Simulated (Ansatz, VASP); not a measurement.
**NaH in VASP and in Ansatz**

INCAR

```
SYSTEM = NaH
ALGO     = Normal         ! electronic algorithm
EDIFF    = 1E-7           ! SCF threshold, eV
ENCUT    = 520            ! plane-wave cutoff, eV
GGA      = PE             ! functional
ISIF     = 2              ! what is computed and relaxed
ISMEAR   = -1             ! smearing method
LASPH    = .TRUE.         ! aspherical terms in the spheres
LCHARG   = .TRUE.         ! write CHGCAR
LELF     = .TRUE.         ! ELF
LREAL    = .FALSE.        ! projectors in reciprocal space
LVHAR    = .TRUE.       
LWAVE    = .FALSE.        ! write WAVECAR
NBANDS   = 16             ! bands
NELM     = 60             ! most SCF steps
PREC     = Accurate       ! precision mode
SIGMA    = 0.02           ! smearing width, eV
```

KPOINTS

```
k-points
0
G
  12 12 6
  0 0 0
```

The input POSCAR:

```
NaH
1.0
    4.0521135909      0.0000000000      0.0000000000
   -2.0260567954      3.4236422524      0.0000000000
    0.0000000000      0.0000000000      4.8282923143
Na H
2 2
Direct
    0.3314159917      0.6628319834     -0.0625000000
    0.6685840083      0.3371680166      0.4375000000
    0.3312055519      0.6624111039      0.4375000000
    0.6687944481      0.3375888961      0.9375000000
```

Input for Ansatz:

```yaml
crystal:
  lattice:
    - [4.0521135909, 0.0, 0.0]
    - [-2.0260567954, 3.4236422524, 0.0]
    - [0.0, 0.0, 4.8282923143]
  atoms:
    - { symbol: Na, position: [0.3314159917, 0.6628319834, -0.0625] }
    - { symbol: Na, position: [0.6685840083, 0.3371680166, 0.4375] }
    - { symbol: H, position: [0.3312055519, 0.6624111039, 0.4375] }
    - { symbol: H, position: [0.6687944481, 0.3375888961, 0.9375] }
kpoints:
  mp_grid: { grid: [12, 12, 6] }
  band_path:
    path:
      - [0.0, 0.0, 0.0]
      - [0.5, 0.0, 0.0]
      - [0.3333333333, 0.3333333333, 0.0]
      - [0.0, 0.0, 0.5]
      - [0.5, 0.0, 0.5]
      - [0.3333333333, 0.3333333333, 0.5]
      - [0.3, 0.3, 0.0]
      - [0.0, 0.151042, 0.0]
      - [0.322917, 0.338542, 0.0]
    npoints: 1
hamiltonian:
  xc: pbe
scf:
  occupations: { method: fermi_dirac, width: 0.02 }
  n_extra_bands: 5
output:
  forces: true
  stress: true
  eigenvalues: true
```

Change from the starting cell: uniaxial_x strain +2.5%.

Alike in both runs: task single point; functional PBE; k mesh 12 × 12 × 6; occupations fermi-dirac, width 0.02 eV; no spin polarisation.

|  | VASP | Ansatz |
| --- | --- | --- |
| version | VASP 6.6.1 | Ansatz 0.2.0 |
| potentials or method | VASP PAW PBE potentials, release 64 (Na_pv, H) | plane waves, PAW |
| plane-wave cutoff (eV) | 520 | 420 |
| valence electrons in the cell | 16 | 20 |

```tsv
	VASP	Ansatz	Ansatz less VASP
gap on the k mesh at the Fermi level (eV)	3.27	3.27	-0.002
pressure (GPa)	-0.1	-0.1	+0.03
traceless stress, the component that is largest in VASP (GPa)	0.24	0.24	-0.002
```

VASP's potentials hold 16 valence electrons a cell and Ansatz's 20, so a difference there can come from the potentials and not from the codes.
